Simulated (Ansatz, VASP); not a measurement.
## One calculation of CdS, two programs

```xyz
4
Lattice="4.0397 0.0000 0.0000 -2.0198 3.4985 0.0000 0.0000 0.0000 6.5630" Properties=species:S:1:pos:R:3 pbc="T T T"
Cd    0.0000    2.3323   -0.0061
Cd    2.0198    1.1662    3.2755
S     0.0000    2.3323    2.4672
S     2.0198    1.1662    5.7487
```

Change from the starting cell: hydrostatic strain -3.0%.

Alike in both runs: task single point; functional PBE; k mesh 12 × 12 × 4; occupations fermi-dirac, width 0.02 eV; no spin polarisation.

```csv
,VASP,Ansatz
version,VASP 6.6.1,Ansatz 0.2.0
potentials or method,"VASP PAW PBE potentials, release 64 (Cd, S)","plane waves, PAW"
plane-wave cutoff (eV),520,420
valence electrons in the cell,36,52
```

Ansatz gave:

| Property | Result |
| --- | --- |
| gap on the k mesh at the Fermi level (eV) | 1.38 |
| pressure (GPa) | 8.0 |
| traceless stress, the component that is largest in VASP (GPa) | 0.07 |

Problem. What did VASP give for the same quantities?

Solution. gap on the k mesh at the Fermi level (eV): 1.39; pressure (GPa): 8.5; traceless stress, the component that is largest in VASP (GPa): 0.08.

With one functional, cell and mesh, what is left measures potentials, basis and numerics. VASP's potentials hold 36 valence electrons a cell and Ansatz's 52, so a difference there can come from the potentials and not from the codes.
